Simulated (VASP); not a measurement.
# Te2Mo in VASP: single point with r2SCAN

Aim: the single point of Te2Mo with r2SCAN.

All numbers are computed with VASP 6.6.1; they aren't measurements. Logs are shortened: lines on timing, memory, paths and dates and some standing lists are left out, and cuts for length are marked.

## (1) The cell of the first run

The cell holds a slab with vacuum, 6 atoms: a = 3.560 Å, b = 3.560 Å, c = 24.811 Å, α = 90.00°, β = 90.00°, γ = 120.00°.

## (2) Single point, r2SCAN

Input file POSCAR:

```
Te2Mo
1.0
    3.5603920000      0.0000000000      0.0000000000
   -1.7801960000      3.0833900000      0.0000000000
    0.0000000000      0.0000000000     24.8112620000
Te Mo
4 2
Direct
    0.3333333333      0.6666666667      0.0793710000
    0.6666666667      0.3333333333      0.7763610000
    0.6666666667      0.3333333333      0.9206290000
    0.3333333333      0.6666666667      0.2236390000
    0.3333333333      0.6666666667      0.8484590000
    0.6666666667      0.3333333333      0.1515410000
```

Input file INCAR.step1:

```
SYSTEM = Te2Mo
ALGO     = Normal         ! electronic algorithm
EDIFF    = 1E-5           ! SCF threshold, eV
ENCUT    = 550            ! plane-wave cutoff, eV
GGA      = PE             ! functional
GGA_COMPAT= .False.      
ISMEAR   = -1             ! smearing method
LASPH    = .True.         ! aspherical terms in the spheres
LCHARG   = .False.        ! write CHGCAR
LREAL    = .False.        ! projectors in reciprocal space
LWAVE    = .True.         ! write WAVECAR
NBANDS   = 35             ! bands
NELM     = 120            ! most SCF steps
PREC     = Accurate       ! precision mode
SIGMA    = 0.1            ! smearing width, eV
```

Input file INCAR.step2:

```
SYSTEM = Te2Mo
ALGO     = Normal         ! electronic algorithm
EDIFF    = 1E-6           ! SCF threshold, eV
ENCUT    = 550            ! plane-wave cutoff, eV
GGA_COMPAT= .False.      
ISIF     = 2              ! what is computed and relaxed
ISMEAR   = -1             ! smearing method
ISTART   = 1            
LASPH    = .True.         ! aspherical terms in the spheres
LCHARG   = .False.        ! write CHGCAR
LMIXTAU  = .True.       
LREAL    = .False.        ! projectors in reciprocal space
LWAVE    = .False.        ! write WAVECAR
METAGGA  = R2SCAN         ! meta-GGA
NBANDS   = 35             ! bands
NELM     = 120            ! most SCF steps
PREC     = Accurate       ! precision mode
SIGMA    = 0.1            ! smearing width, eV
```

Input file KPOINTS:

```
k-points
0
Gamma
  7 7 1
  0 0 0
```

Potentials or basis: VASP PAW PBE potentials, release 64 (Te, Mo_sv).

The run is started by

```
$ cat potpaw_PBE.64/Te/POTCAR potpaw_PBE.64/Mo_sv/POTCAR > POTCAR
$ cp INCAR.step1 INCAR
$ mpirun -np 1 vasp_std > vasp.out
$ cp INCAR.step2 INCAR
$ mpirun -np 1 vasp_std > vasp.out
```

OUTCAR:

```text
SYSTEM = Te2Mo
   EDIFF = 1E-6
   ENCUT = 550
   ISIF = 2
   ISMEAR = -1
   ISTART = 1
   LASPH = .True.
   LREAL = .False.
   METAGGA = R2SCAN
   NELM = 120
   PREC = Accurate

 ion  position               nearest neighbor table
   1  0.333  0.667  0.079-   6 2.73   6 2.73   6 2.73   4 3.58
   2  0.667  0.333  0.776-   5 2.72   5 2.72   5 2.72   3 3.58
   3  0.667  0.333  0.921-   5 2.73   5 2.73   5 2.73   2 3.58
   4  0.333  0.667  0.224-   6 2.72   6 2.72   6 2.72   1 3.58
   5  0.333  0.667  0.848-   2 2.72   2 2.72   2 2.72   3 2.73   3 2.73   3 2.73
   6  0.667  0.333  0.152-   4 2.72   4 2.72   4 2.72   1 2.73   1 2.73   1 2.73

  LATTYP: Found a hexagonal cell.
 ALAT       =     3.5603920000
 C/A-ratio  =     6.9686882793

  Lattice vectors:

 A1 = (   3.5603920000,   0.0000000000,   0.0000000000)
 A2 = (  -1.7801960000,   3.0833900000,   0.0000000000)
 A3 = (   0.0000000000,   0.0000000000,  24.8112620000)

Analysis of symmetry for initial positions (statically):
=====================================================================
 Subroutine PRICEL returns:
 Original cell was already a primitive cell.

 Routine SETGRP: Setting up the symmetry group for a
 hexagonal supercell.

 Subroutine GETGRP returns: Found 12 space group operations
 (whereof 12 operations were pure point group operations)
 out of a pool of 24 trial point group operations.

The static configuration has the point symmetry D_3d.

Analysis of symmetry for dynamics (positions and initial velocities):
=====================================================================
 Subroutine PRICEL returns:
 Original cell was already a primitive cell.

 Routine SETGRP: Setting up the symmetry group for a
 hexagonal supercell.

 Subroutine GETGRP returns: Found 12 space group operations
 (whereof 12 operations were pure point group operations)
 out of a pool of 24 trial point group operations.

The dynamic configuration has the point symmetry D_3d.

 Subroutine INISYM returns: Found 12 space group operations
 (whereof 12 operations are pure point group operations),
 and found     1 'primitive' translations

----------------------------------------------------------------------------------------

                                     Primitive cell

  volume of cell :     272.3799

  direct lattice vectors                    reciprocal lattice vectors
     3.560392000  0.000000000  0.000000000     0.280867949  0.162159182  0.000000000
    -1.780196000  3.083390000  0.000000000     0.000000000  0.324318364  0.000000000
     0.000000000  0.000000000 24.811262000     0.000000000  0.000000000  0.040304278

  length of vectors
     3.560392000  3.560392070 24.811262000     0.324318370  0.324318364  0.040304278

  position of ions in fractional coordinates (direct lattice)
     0.333333333  0.666666667  0.079371000
     0.666666667  0.333333333  0.776361000
     0.666666667  0.333333333  0.920629000
     0.333333333  0.666666667  0.223639000
     0.333333333  0.666666667  0.848459000
     0.666666667  0.333333333  0.151541000

  ion indices of the primitive-cell ions
   primitive index   ion index
                 1           1
                 2           2
                 3           3
                 4           4
                 5           5
                 6           6

----------------------------------------------------------------------------------------

 KPOINTS: k-points

Automatic generation of k-mesh.
 Grid dimensions read from file:
 generate k-points for:    7    7    1

 Generating k-lattice:

  Cartesian coordinates                     Fractional coordinates (reciprocal lattice)
     0.040123993  0.023165597  0.000000000     0.142857143 -0.000000000  0.000000000
     0.000000000  0.046331195  0.000000000     0.000000000  0.142857143  0.000000000
     0.000000000  0.000000000  0.040304278     0.000000000  0.000000000  1.000000000

  Length of vectors
     0.046331196  0.046331195  0.040304278

  Shift w.r.t. Gamma in fractional coordinates (k-lattice)
     0.000000000  0.000000000  0.000000000

 Subroutine IBZKPT returns following result:
 ===========================================

 Found      8 irreducible k-points:

 Following reciprocal coordinates:
            Coordinates               Weight
  0.000000  0.000000  0.000000      1.000000
  0.142857  0.000000  0.000000      6.000000
  0.285714  0.000000  0.000000      6.000000
  0.428571  0.000000  0.000000      6.000000
  0.142857  0.142857  0.000000      6.000000
  0.285714  0.142857  0.000000     12.000000
  0.428571  0.142857  0.000000      6.000000
  0.285714  0.285714  0.000000      6.000000
   k-points           NKPTS =      8   k-points in BZ     NKDIM =      8   number of bands    NBANDS=     35
   number of dos      NEDOS =    301   number of ions     NIONS =      6
   total plane-waves  NPLWV = 150528
   dimension x,y,z NGX =    28 NGY =   28 NGZ =  192
   dimension x,y,z NGXF=    56 NGYF=   56 NGZF=  384
   ions per type =               4   2
   NGX,Y,Z   is equivalent  to a cutoff of  13.07, 13.07, 12.86 a.u.
   NGXF,Y,Z  is equivalent  to a cutoff of  26.15, 26.15, 25.73 a.u.
 SYSTEM =  Te2Mo
   PREC   = accura    normal or accurate (medium, high low for compatibility)
   ISTART =      1    job   : 0-new  1-cont  2-samecut
   ICHARG =      0    charge: 1-file 2-atom 10-const
   ISPIN  =      1    spin polarized calculation?
   LNONCOLLINEAR =      F non collinear calculations
   LSORBIT =      F    spin-orbit coupling
   LASPH  =      T    aspherical Exc in radial PAW
   ENCUT  =  550.0 eV  40.42 Ry    6.36 a.u.   6.81  6.81 47.44*2*pi/ulx,y,z
   NELM   =    120;   NELMIN=  2; NELMDL=  0     # of ELM steps
   EDIFF  = 0.1E-05   stopping-criterion for ELM
   LREAL  =      F    real-space projection
   EDIFFG = 0.1E-04   stopping-criterion for IOM
   NSW    =      0    number of steps for IOM
   IBRION =     -1    ionic relax: 0-MD 1-quasi-New 2-CG
   NFREE  =      0    steps in history (QN), initial steepest desc. (CG)
   ISIF   =      2    stress and relaxation
   ISYM   =      2    0-nonsym 1-usesym 2-fastsym
   POTIM  = 0.5000    time-step for ionic-motion
   TEBEG  =    0.0;   TEEND  =   0.0 temperature during run
   PSTRESS=    0.0 pullay stress
   NELECT =      52.0000    total number of electrons
   NUPDOWN=      -1.0000    fix difference up-down
   EMIN   =  10.00;   EMAX   =-10.00  energy-range for DOS
   EFERMI =   0.00;   METHOD = LEGACY
   ISMEAR =    -1;   SIGMA  =   0.10  broadening in eV -4-tet -1-fermi 0-gaus
   EFERMI_NEDOS =   21; number of points for ismear=-14 and -15
   IALGO  =     38    algorithm
   IMIX   =      4    mixing-type and parameters
     AMIX     =   0.40;   BMIX     =  1.00
     AMIX_MAG =   1.60;   BMIX_MAG =  1.00
  volume/ion in A,a.u.               =      45.40       306.35
  Fermi-wavevector in a.u.,A,eV,Ry     =   0.942651  1.781352 12.090012  0.888591
  Thomas-Fermi vector in A             =   2.070281
   LORBIT       =      0    0 simple, 1 ext, 2 COOP (PROOUT), +10 PAW based schemes
   METAGGA = R2SCAN    functional components
   LHFCALC =     F    Hartree Fock is set to
   AEXX    =    0.0000 exact exchange contribution
   IVDW    =     0    specifies the selected vdW correction
   LEPSILON=     F    determine dielectric tensor
   LRPA    =     F    only Hartree local field effects (RPA)
 non-spin polarized calculation
  energy-cutoff  :      550.00
  volume of cell :      272.38
 maximum number of plane-waves:      8012
 NGX is ok and might be reduce to    28
   NGX = 13   NGY = 13   NGZ = 95

 number of electron      52.0000000 magnetization

 Free energy of the ion-electron system (eV)
  ---------------------------------------------------
  ext. energy  EPLUGINS =         0.00000000
  ---------------------------------------------------
  free energy    TOTEN  =      -155.60128818 eV

  energy without entropy =     -155.60017602  energy(sigma->0) =     -155.60073210

 E-fermi :   2.6234     XC(G=0):  -6.5284

 val. band max:        1.9342284503   @ k =   0.0000   0.0000   0.0000
 cond. band min:       3.3438357880   @ k =   0.2857   0.2857   0.0000
 fundamental gap:      1.4096073377
 Fermi energy:         2.6234215252

 k-point     1 :       0.0000    0.0000    0.0000
  band No.  band energies     occupation
      1     -60.5817      2.00000
      2     -60.5817      2.00000
      3     -34.0012      2.00000
      4     -34.0012      2.00000
      5     -33.9123      2.00000
      6     -33.9123      2.00000
[... 27 lines left out ...]
     34       5.5614      0.00000
     35       6.8650      0.00000

 k-point     2 :       0.1429    0.0000    0.0000
  band No.  band energies     occupation
      1     -60.5799      2.00000
      2     -60.5799      2.00000
      3     -33.9958      2.00000
      4     -33.9958      2.00000
      5     -33.9361      2.00000
      6     -33.9361      2.00000
[... 27 lines left out ...]
     34       5.4871      0.00000
     35       7.2151      0.00000

 k-point     3 :       0.2857    0.0000    0.0000
  band No.  band energies     occupation
      1     -60.5759      2.00000
      2     -60.5759      2.00000
      3     -33.9892      2.00000
      4     -33.9892      2.00000
      5     -33.9836      2.00000
      6     -33.9836      2.00000
[... 27 lines left out ...]
     34       5.8261      0.00000
     35       8.0354      0.00000

 k-point     4 :       0.4286    0.0000    0.0000
  band No.  band energies     occupation
      1     -60.5727      2.00000
      2     -60.5727      2.00000
      3     -34.0314      2.00000
      4     -34.0314      2.00000
      5     -33.9738      2.00000
      6     -33.9738      2.00000
[... 27 lines left out ...]
     34       5.9659      0.00000
     35       6.6193      0.00000

 k-point     5 :       0.1429    0.1429    0.0000
  band No.  band energies     occupation
      1     -60.5770      2.00000
      2     -60.5770      2.00000
      3     -33.9870      2.00000
      4     -33.9870      2.00000
      5     -33.9712      2.00000
      6     -33.9712      2.00000
[... 27 lines left out ...]
     34       5.7613      0.00000
     35       7.8295      0.00000

 k-point     6 :       0.2857    0.1429    0.0000
  band No.  band energies     occupation
      1     -60.5734      2.00000
      2     -60.5734      2.00000
      3     -34.0122      2.00000
      4     -34.0122      2.00000
      5     -33.9760      2.00000
      6     -33.9760      2.00000
[... 27 lines left out ...]
     34       5.9847      0.00000
     35       7.8359      0.00000

 k-point     7 :       0.4286    0.1429    0.0000
  band No.  band energies     occupation
      1     -60.5718      2.00000
      2     -60.5718      2.00000
      3     -34.0301      2.00000
      4     -34.0301      2.00000
      5     -33.9711      2.00000
      6     -33.9711      2.00000
[... 27 lines left out ...]
     34       6.0495      0.00000
     35       6.7355      0.00000

 k-point     8 :       0.2857    0.2857    0.0000
  band No.  band energies     occupation
      1     -60.5714      2.00000
      2     -60.5714      2.00000
      3     -34.0146      2.00000
      4     -34.0146      2.00000
      5     -33.9781      2.00000
      6     -33.9781      2.00000
[... 27 lines left out ...]
     34       6.2982      0.00000
     35       7.3923      0.00000

------------------------ aborting loop because EDIFF is reached ----------------------------------------

  FORCE on cell =-STRESS in cart. coord.  units (eV):
  Direction    XX          YY          ZZ          XY          YZ          ZX
  --------------------------------------------------------------------------------------
  -------------------------------------------------------------------------------------
  Total        0.1569534      0.1569534      0.0846149     -0.0000000      0.0000000      0.0000000
  in kB        0.9232218      0.9232219      0.4977170     -0.0000000      0.0000000      0.0000000
  external PRESSURE =       0.7813869 kB  Pullay stress =       0.0000000 kB

 VOLUME and BASIS-vectors are now :
 -----------------------------------------------------------------------------
  energy-cutoff  :      550.00
  volume of cell :      272.38
      direct lattice vectors                 reciprocal lattice vectors
     3.560392000  0.000000000  0.000000000     0.280867949  0.162159182  0.000000000
    -1.780196000  3.083390000  0.000000000     0.000000000  0.324318364  0.000000000
     0.000000000  0.000000000 24.811262000     0.000000000  0.000000000  0.040304278

 POSITION                                       TOTAL-FORCE (eV/Angst)
 -----------------------------------------------------------------------------------
     -0.00000      2.05559      1.96929        -0.000000     -0.000000     -0.047850
      1.78020      1.02780     19.26250         0.000000     -0.000000     -0.028464
      1.78020      1.02780     22.84197        -0.000000     -0.000000      0.047850
     -0.00000      2.05559      5.54877        -0.000000      0.000000      0.028464
     -0.00000      2.05559     21.05134        -0.000000     -0.000000      0.002159
      1.78020      1.02780      3.75992         0.000000      0.000000     -0.002159
 -----------------------------------------------------------------------------------
    total drift:                               -0.000000      0.000000      0.000000

  FREE ENERGIE OF THE ION-ELECTRON SYSTEM (eV)
  ---------------------------------------------------
  free  energy   TOTEN  =      -155.6012881819 eV

  energy  without entropy=     -155.6001760228  energy(sigma->0) =     -155.60073210
```

Wall time 8.7 min (1 thread of Intel Xeon 8259CL, shared host); peak memory 0.44 GiB.

What came out:

```yaml
Free_energy: -155.6013 eV
Largest_force: 0.048 eV/Å
Band_gap_on_the_k_mesh: 1.41 eV (least direct gap 1.43 eV)
```

Forces on the atoms (eV/Å):
```
Te   0.000  0.000 -0.048
Te   0.000  0.000 -0.028
Te   0.000  0.000  0.048
Te   0.000  0.000  0.028
Mo   0.000  0.000  0.002
Mo   0.000  0.000 -0.002
```

Caveat: there is no dipole correction, which matters where the two faces differ; the PAW data sets were made with another functional, which shifts forces and pressure a little; spin-orbit coupling is left out, which moves the levels of the heavy elements.
